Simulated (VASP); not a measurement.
## Li: single point with PBE+D3(BJ)

The system is Li.

```
CELL_PARAMETERS angstrom
0.00000 -2.05373 -2.05373
0.00000 2.05373 -2.05373
4.10746 0.00000 0.00000
ATOMIC_POSITIONS crystal
Li 0.58139 0.41861 0.50000
Li 0.91861 0.08139 0.00000
```

```
Program                : VASP 6.6.1
Task                   : single point
Functional             : PBE
Dispersion             : D3(BJ)
Potentials or basis    : VASP PAW PBE potentials, release 64 (Li_sv)
Cutoff                 : 520 eV
k mesh                 : 16 × 16 × 12
Occupations            : gaussian, width 0.15 eV
Spin                   : no spin polarisation
Dipole correction      : no
Further INCAR settings : ALGO = Normal; EDIFF = 1e-06; NBANDS = 10
```

```yaml
Largest_force: 0.538 eV/Å
Band_gap_on_the_k_mesh: zero (band 3 reaches 4.39 eV, above the bottom of band 4 at -1.05 eV)
Dispersion_energy_per_atom: -0.199 eV
```

Forces in eV/Å, atoms in the order of the input:
```
Li   0.000  0.538  0.000
Li   0.000 -0.538  0.000
```

Levels at points of the mesh, in eV from the Fermi level:
```
           k point  band 1  band 2  band 3  band 4  band 5  band 6  band 7  band 8
(0.00, 0.00, 0.00)  -46.53  -46.46   -3.79    1.45    5.30    9.71    9.89   10.76
(0.50, 0.00, 0.00)  -46.51  -46.46   -1.12    0.02    4.92    6.91    8.10    9.87
(0.50, 0.50, 0.00)  -46.49  -46.45    1.56    2.15    3.85    5.32    8.12    9.28
(0.00, 0.00, 0.50)  -46.49  -46.49   -2.21   -2.21   10.86   10.86   11.43   11.43
(0.50, 0.00, 0.50)  -46.48  -46.48   -0.07   -0.07    3.18    3.18   13.71   13.71
(0.50, 0.50, 0.50)  -46.47  -46.47    3.23    3.23    3.75    3.75    5.57    5.57
```

Wall time 50 s on 1 thread of Intel(R) Xeon(R) Platinum 8375C CPU @ 2.90GHz (Ice Lake), with other jobs on the host, peak memory 0.25 GiB.
